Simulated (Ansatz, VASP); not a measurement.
# Au: VASP beside Ansatz

```
CELL_PARAMETERS angstrom
2.93717 0.00000 0.00000
-1.46859 2.54366 0.00000
0.00000 0.00000 9.82985
ATOMIC_POSITIONS crystal
Au 0.00000 0.00000 0.00000
Au 0.00000 0.00000 0.50000
Au 0.33333 0.66667 0.25000
Au 0.66667 0.33333 0.75000
```

Alike in both runs: functional revPBE; k mesh 13 × 13 × 4; occupations fermi-dirac, width 0.1 eV; no spin polarisation.

Ansatz relaxed the structure, and its values are those at the end. VASP's run is a single point on that final structure, the one shown.

|  | VASP | Ansatz |
| --- | --- | --- |
| version | VASP 6.6.1 | Ansatz 0.2.0 |
| potentials or method | VASP PAW PBE potentials, release 64 (Au), cutoff 520 eV | plane waves (420 eV) with PAW, scalar-relativistic |
| valence electrons in the cell | 44 | 76 |

Ansatz gave:

```
pressure (GPa) : 0.0
```

What did VASP give for the same quantities?

Pressure (GPa): -0.2.

VASP's potentials were made for PBE, not for revPBE. VASP's potentials hold 44 valence electrons a cell and Ansatz's 76, so a difference there can come from the potentials and not from the codes.

Spin-orbit coupling is off throughout.
